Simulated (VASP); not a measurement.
# Sb (P6_3/mmc) in VASP: further runs, part 2 of 2

VASP 6.6.1.

### 4 Single point, LDA (volume scaled by 0.99)

Input file INCAR:

```
ALGO     = Normal         # electronic algorithm
EDIFF    = 1E-7           # SCF threshold, eV
ENCUT    = 520            # plane-wave cutoff, eV
ISIF     = 2              # what is computed and relaxed
ISMEAR   = -1             # smearing method
LASPH    = T              # aspherical terms in the spheres
LCHARG   = F              # write CHGCAR
LREAL    = F              # projectors in reciprocal space
LWAVE    = F              # write WAVECAR
NBANDS   = 12             # bands
NELM     = 100            # most SCF steps
PREC     = Accurate       # precision mode
SIGMA    = 0.03           # smearing width, eV
```

Input file KPOINTS:

```
k-points
0
Gamma
  12 12 7
```

Input file POSCAR:

```
Sb
1.0
    3.3577325362      0.0000000000      0.0000000000
   -1.6788662682      2.9078816755      0.0000000000
    0.0000000000      0.0000000000      5.3121737799
Sb
2
Direct
    0.3333333333      0.6666666667      0.2500000000
    0.6666666667      0.3333333333      0.7500000000
```

The run is started by

```bash
$ cat potpaw_LDA.64/Sb/POTCAR > POTCAR
$ mpirun -np 1 vasp_std > vasp.out
```

Run time: 44 s. Hardware: 1 thread of AMD EPYC 7R43 (Zen 3), shared host; peak memory 0.14 GiB.

It converged, with:

```
Free energy            : -9.1506 eV
Pressure               : -0.6 GPa
Band gap on the k mesh : zero (band 5 reaches 12.92 eV, above the bottom of band 6 at 5.96 eV)
```

Stress tensor (GPa, compression positive):
```
-0.03  0.00  0.00
 0.00 -0.03  0.00
 0.00  0.00 -1.61
```

Levels at points of the mesh, in eV from the Fermi level:
```
           k point  band 1  band 2  band 3  band 4  band 5  band 6  band 7  band 8  band 9  band 10
(0.00, 0.00, 0.00)  -13.27   -9.02   -6.01    3.29    3.29    5.10    5.10    6.03    7.41     8.81
(0.50, 0.00, 0.00)   -9.68   -8.28   -4.29   -2.94   -2.44   -0.20    0.08    3.75    4.25     7.52
```

Caveat: spin-orbit coupling is left out, which moves the levels of the heavy elements.

### 5 Single point, LDA (zz strain of -2 %)

Input file INCAR:

```
SYSTEM = Sb
PREC     = Accurate       ! precision mode
ENCUT    = 520            ! plane-wave cutoff, eV
EDIFF    = 1E-6           ! SCF threshold, eV
ISMEAR   = -1             ! smearing method
SIGMA    = 0.03           ! smearing width, eV
LREAL    = .False.        ! projectors in reciprocal space
LASPH    = .True.         ! aspherical terms in the spheres
NELM     = 100            ! most SCF steps
ALGO     = Normal         ! electronic algorithm
ISIF     = 2              ! what is computed and relaxed
LWAVE    = .False.        ! write WAVECAR
LCHARG   = .False.        ! write CHGCAR
NBANDS   = 12             ! bands
```

Input file KPOINTS:

```
regular mesh
0
Gamma
  12 12 7
  0 0 0
```

Input file POSCAR:

```
Sb
1.0
    3.3690001795      0.0000000000      0.0000000000
   -1.6845000898      2.9176397408      0.0000000000
    0.0000000000      0.0000000000      5.2234000000
Sb
2
Direct
    0.3333333333      0.6666666667      0.2500000000
    0.6666666667      0.3333333333      0.7500000000
```

Potentials or basis: VASP PAW LDA potentials, release 64 (Sb).

The run is started by

```bash
$ cat potpaw_LDA.64/Sb/POTCAR > POTCAR
$ mpirun -np 1 vasp_std > vasp.out
```

OUTCAR:

```text
SYSTEM = Sb
   PREC = Accurate
   ENCUT = 520
   EDIFF = 1E-6
   ISMEAR = -1
   LREAL = .False.
   LASPH = .True.
   NELM = 100
   ISIF = 2

 ion  position               nearest neighbor table
   1  0.333  0.667  0.250-   2 3.26   2 3.26   2 3.26   2 3.26   2 3.26   2 3.26
   2  0.667  0.333  0.750-   1 3.26   1 3.26   1 3.26   1 3.26   1 3.26   1 3.26

  LATTYP: Found a hexagonal cell.
 ALAT       =     3.3690001795
 C/A-ratio  =     1.5504303122

  Lattice vectors:

 A1 = (   3.3690001795,   0.0000000000,   0.0000000000)
 A2 = (  -1.6845000898,   2.9176397408,   0.0000000000)
 A3 = (   0.0000000000,   0.0000000000,   5.2234000000)

Analysis of symmetry for initial positions (statically):
=====================================================================
 Subroutine PRICEL returns:
 Original cell was already a primitive cell.

 Routine SETGRP: Setting up the symmetry group for a
 hexagonal supercell.

 Subroutine GETGRP returns: Found 24 space group operations
 (whereof 12 operations were pure point group operations)
 out of a pool of 24 trial point group operations.

The static configuration has the point symmetry D_3d.
 The point group associated with its full space group is D_6h.

Analysis of symmetry for dynamics (positions and initial velocities):
=====================================================================
 Subroutine PRICEL returns:
 Original cell was already a primitive cell.

 Routine SETGRP: Setting up the symmetry group for a
 hexagonal supercell.

 Subroutine GETGRP returns: Found 24 space group operations
 (whereof 12 operations were pure point group operations)
 out of a pool of 24 trial point group operations.

The dynamic configuration has the point symmetry D_3d.
 The point group associated with its full space group is D_6h.

 Subroutine INISYM returns: Found 24 space group operations
 (whereof 12 operations are pure point group operations),
 and found     1 'primitive' translations

----------------------------------------------------------------------------------------

                                     Primitive cell

  volume of cell :      51.3436

  direct lattice vectors                    reciprocal lattice vectors
     3.369000179  0.000000000  0.000000000     0.296823968  0.171371398  0.000000000
    -1.684500090  2.917639741  0.000000000     0.000000000  0.342742795  0.000000000
     0.000000000  0.000000000  5.223400000     0.000000000  0.000000000  0.191446184

  length of vectors
     3.369000179  3.369000180  5.223400000     0.342742795  0.342742795  0.191446184

  position of ions in fractional coordinates (direct lattice)
     0.333333333  0.666666667  0.250000000
     0.666666667  0.333333333  0.750000000

  ion indices of the primitive-cell ions
   primitive index   ion index
                 1           1
                 2           2

----------------------------------------------------------------------------------------

 KPOINTS: regular mesh

Automatic generation of k-mesh.
 Grid dimensions read from file:
 generate k-points for:   12   12    7

 Generating k-lattice:

  Cartesian coordinates                     Fractional coordinates (reciprocal lattice)
     0.024735331  0.014280950  0.000000000     0.083333333 -0.000000000  0.000000000
     0.000000000  0.028561900  0.000000000     0.000000000  0.083333333  0.000000000
     0.000000000  0.000000000  0.027349455     0.000000000  0.000000000  0.142857143

  Length of vectors
     0.028561900  0.028561900  0.027349455

  Shift w.r.t. Gamma in fractional coordinates (k-lattice)
     0.000000000  0.000000000  0.000000000

 Subroutine IBZKPT returns following result:
 ===========================================

 Found     76 irreducible k-points:

 Following reciprocal coordinates:
            Coordinates               Weight
  0.000000  0.000000  0.000000      1.000000
  0.083333 -0.000000  0.000000      6.000000
  0.166667 -0.000000  0.000000      6.000000
  0.250000  0.000000  0.000000      6.000000
  0.333333 -0.000000  0.000000      6.000000
  0.416667 -0.000000  0.000000      6.000000
[... 16 lines left out ...]
  0.250000  0.000000  0.142857     12.000000
  0.333333 -0.000000  0.142857     12.000000
 [... further k-points ...]
   k-points           NKPTS =     76   k-points in BZ     NKDIM =     76   number of bands    NBANDS=     12
   number of dos      NEDOS =    301   number of ions     NIONS =      2
   total plane-waves  NPLWV =  31360
   dimension x,y,z NGX =    28 NGY =   28 NGZ =   40
   dimension x,y,z NGXF=    56 NGYF=   56 NGZF=   80
   ions per type =               2
   NGX,Y,Z   is equivalent  to a cutoff of  13.82, 13.82, 12.73 a.u.
   NGXF,Y,Z  is equivalent  to a cutoff of  27.63, 27.63, 25.46 a.u.
 SYSTEM =  Sb
   PREC   = accura    normal or accurate (medium, high low for compatibility)
   ISTART =      0    job   : 0-new  1-cont  2-samecut
   ICHARG =      2    charge: 1-file 2-atom 10-const
   ISPIN  =      1    spin polarized calculation?
   LNONCOLLINEAR =      F non collinear calculations
   LSORBIT =      F    spin-orbit coupling
   LASPH  =      T    aspherical Exc in radial PAW
   ENCUT  =  520.0 eV  38.22 Ry    6.18 a.u.   6.26  6.26  9.71*2*pi/ulx,y,z
   NELM   =    100;   NELMIN=  2; NELMDL= -5     # of ELM steps
   EDIFF  = 0.1E-05   stopping-criterion for ELM
   LREAL  =      F    real-space projection
   EDIFFG = 0.1E-04   stopping-criterion for IOM
   NSW    =      0    number of steps for IOM
   IBRION =     -1    ionic relax: 0-MD 1-quasi-New 2-CG
   NFREE  =      0    steps in history (QN), initial steepest desc. (CG)
   ISIF   =      2    stress and relaxation
   ISYM   =      2    0-nonsym 1-usesym 2-fastsym
   POTIM  = 0.5000    time-step for ionic-motion
   TEBEG  =    0.0;   TEEND  =   0.0 temperature during run
   PSTRESS=    0.0 pullay stress
   NELECT =      10.0000    total number of electrons
   NUPDOWN=      -1.0000    fix difference up-down
   EMIN   =  10.00;   EMAX   =-10.00  energy-range for DOS
   EFERMI =   0.00;   METHOD = LEGACY
   ISMEAR =    -1;   SIGMA  =   0.03  broadening in eV -4-tet -1-fermi 0-gaus
   EFERMI_NEDOS =   21; number of points for ismear=-14 and -15
   IALGO  =     38    algorithm
   IMIX   =      4    mixing-type and parameters
     AMIX     =   0.40;   BMIX     =  1.00
     AMIX_MAG =   1.60;   BMIX_MAG =  1.00
  volume/ion in A,a.u.               =      25.67       173.24
  Fermi-wavevector in a.u.,A,eV,Ry     =   0.948956  1.793267 12.252290  0.900518
  Thomas-Fermi vector in A             =   2.077194
   LORBIT       =      0    0 simple, 1 ext, 2 COOP (PROOUT), +10 PAW based schemes
   GGA     = CA    functional components
   LHFCALC =     F    Hartree Fock is set to
   AEXX    =    0.0000 exact exchange contribution
   IVDW    =     0    specifies the selected vdW correction
   LEPSILON=     F    determine dielectric tensor
   LRPA    =     F    only Hartree local field effects (RPA)
 non-spin polarized calculation
  energy-cutoff  :      520.00
  volume of cell :       51.34
 maximum number of plane-waves:      1411
 NGX is ok and might be reduce to    28
   NGX = 13   NGY = 13   NGZ = 19

 number of electron      10.0000000 magnetization

 Free energy of the ion-electron system (eV)
  ---------------------------------------------------
  ext. energy  EPLUGINS =         0.00000000
  ---------------------------------------------------
  free energy    TOTEN  =        -9.15585998 eV

  energy without entropy =       -9.15320320  energy(sigma->0) =       -9.15453159

 E-fermi :   9.0405     XC(G=0): -10.5753

 val. band max:        9.0328071518   @ k =   0.1667  -0.0000   0.1429
 cond. band min:       9.0890151520   @ k =   0.5000   0.0000   0.2857
 fundamental gap:      0.0562080002
 Fermi energy:         9.0405338000

 k-point     1 :       0.0000    0.0000    0.0000
  band No.  band energies     occupation
      1      -4.2819      2.00000
      2       0.2451      2.00000
      3       3.0523      2.00000
      4      12.1814      0.00000
      5      12.1814      0.00000
      6      14.0872      0.00000
      7      14.0872      0.00000
      8      15.4524      0.00000
      9      16.2733      0.00000
     10      17.7816      0.00000
     11      18.7941      0.00000
     12      18.7941      0.00000
[... 331 lines left out ...]
 k-point    24 :       0.3333   -0.0000    0.1429
  band No.  band energies     occupation
      1      -2.2606      2.00000
      2       1.0727      2.00000
      3       4.7085      2.00000
      4       6.2663      2.00000
      5       8.0943      2.00000
      6       9.6225      0.00000
      7      11.6458      0.00000
      8      12.9762      0.00000
      9      13.9349      0.00000
     10      16.3380      0.00000
     11      18.3076      0.00000
     12      18.7302      0.00000

 [... further k-points ...]
[... 5 lines left out ...]
  --------------------------------------------------------------------------------------
  -------------------------------------------------------------------------------------
  Total        0.0898955      0.0898955     -0.0279149     -0.0000000      0.0000000      0.0000000
  in kB        2.8051926      2.8051926     -0.8710853     -0.0000000      0.0000000      0.0000000
  external PRESSURE =       1.5797666 kB  Pullay stress =       0.0000000 kB

 VOLUME and BASIS-vectors are now :
 -----------------------------------------------------------------------------
  energy-cutoff  :      520.00
  volume of cell :       51.34
      direct lattice vectors                 reciprocal lattice vectors
     3.369000179  0.000000000  0.000000000     0.296823968  0.171371398  0.000000000
    -1.684500090  2.917639741  0.000000000     0.000000000  0.342742795  0.000000000
     0.000000000  0.000000000  5.223400000     0.000000000  0.000000000  0.191446184

 POSITION                                       TOTAL-FORCE (eV/Angst)
 -----------------------------------------------------------------------------------
     -0.00000      1.94509      1.30585        -0.000000      0.000000      0.000000
      1.68450      0.97255      3.91755         0.000000     -0.000000      0.000000
 -----------------------------------------------------------------------------------
    total drift:                               -0.000000      0.000000      0.000000

  FREE ENERGIE OF THE ION-ELECTRON SYSTEM (eV)
  ---------------------------------------------------
  free  energy   TOTEN  =        -9.1558599788 eV

  energy  without entropy=       -9.1532032008  energy(sigma->0) =       -9.15453159
```

Run time: 33 s. Hardware: 1 thread of AMD EPYC 7R43 (Zen 3), shared host; peak memory 0.14 GiB.

What came out:

```yaml
Free_energy: -9.1559 eV
Pressure: 0.2 GPa
Band_gap_on_the_k_mesh: zero (band 5 reaches 12.92 eV, above the bottom of band 6 at 6.09 eV)
```

Stress tensor (GPa, compression positive):
```
 0.28  0.00  0.00
 0.00  0.28  0.00
 0.00  0.00 -0.09
```

Levels at points of the mesh, in eV from the Fermi level:
```csv
k point,band 3,band 4,band 5,band 6,band 7,band 8
"(0.00, 0.00, 0.00)",-5.99,3.14,3.14,5.05,5.05,6.41
"(0.50, 0.00, 0.00)",-4.15,-2.76,-2.45,-0.18,-0.05,3.86
```

Caveat: the cell differs from its parent crystal (zz strain of -2 %); spin-orbit coupling is left out, which moves the levels of the heavy elements.

### 6 Single point, LDA (zz strain of -1 %)

Input file INCAR:

```
PREC = Accurate
ENCUT = 520
EDIFF = 1E-7
ISMEAR = -1
SIGMA = 0.03
LREAL = False
LASPH = True
NELM = 60
ALGO = Normal
ISIF = 2
LWAVE = False
LCHARG = False
NBANDS = 12
```

Input file KPOINTS:

```
regular mesh
0
Gamma
  12 12 7
```

POSCAR, as its differences from that of step 5:

```diff
@@ -4,3 +4,3 @@
    -1.6845000898      2.9176397408      0.0000000000
-    0.0000000000      0.0000000000      5.2234000000
+    0.0000000000      0.0000000000      5.2767000000
 Sb
```

Potentials or basis: VASP PAW LDA potentials, release 64 (Sb).

The run is started by

```bash
$ cat potpaw_LDA.64/Sb/POTCAR > POTCAR
$ mpirun -np 1 vasp_std > vasp.out
```

Run time: 50 s. Hardware: 1 thread of AMD EPYC 7R43 (Zen 3), shared host; peak memory 0.13 GiB.

The run converged. Its results:

```
Free energy            : -9.1536 eV
Pressure               : -0.6 GPa
Band gap on the k mesh : zero (band 5 reaches 12.82 eV, above the bottom of band 6 at 5.97 eV)
```

Stress tensor (GPa, compression positive):
```
-0.20  0.00  0.00
 0.00 -0.20  0.00
 0.00  0.00 -1.31
```

Levels at points of the mesh, in eV from the Fermi level:
```
           k point  band 3  band 4  band 5  band 6  band 7  band 8
(0.00, 0.00, 0.00)   -5.97    3.19    3.19    5.03    5.03    6.17
(0.50, 0.00, 0.00)   -4.22   -2.85   -2.44   -0.19    0.01    3.77
```

Caveat: the cell differs from its parent crystal (zz strain of -1 %); spin-orbit coupling is left out, which moves the levels of the heavy elements.

### 7 The runs side by side

```tsv
cell	gap on the mesh (eV)	pressure (GPa)
a = 3.323, b = 3.323, c = 5.258 Å, angles 90.0, 90.0, 120.0°, 2 atoms	none	1.7
a = 3.346, b = 3.346, c = 5.294 Å, angles 90.0, 90.0, 120.0°, 2 atoms	none	0.2
a = 3.358, b = 3.358, c = 5.312 Å, angles 90.0, 90.0, 120.0°, 2 atoms	none	-0.6
a = 3.369, b = 3.369, c = 5.223 Å, angles 90.0, 90.0, 120.0°, 2 atoms	none	0.2
a = 3.369, b = 3.369, c = 5.277 Å, angles 90.0, 90.0, 120.0°, 2 atoms	none	-0.6
```

Alike in all rows: task single point; level LDA; potentials or basis VASP PAW LDA potentials, release 64 (Sb); no spin polarisation; k mesh 12 × 12 × 7; cutoff (eV) 520; smearing fermi-dirac 0.03 eV.

Caveats: spin-orbit coupling is left out, which moves the levels of the heavy elements.

Absolute energies hang on the potentials; compare differences alone.
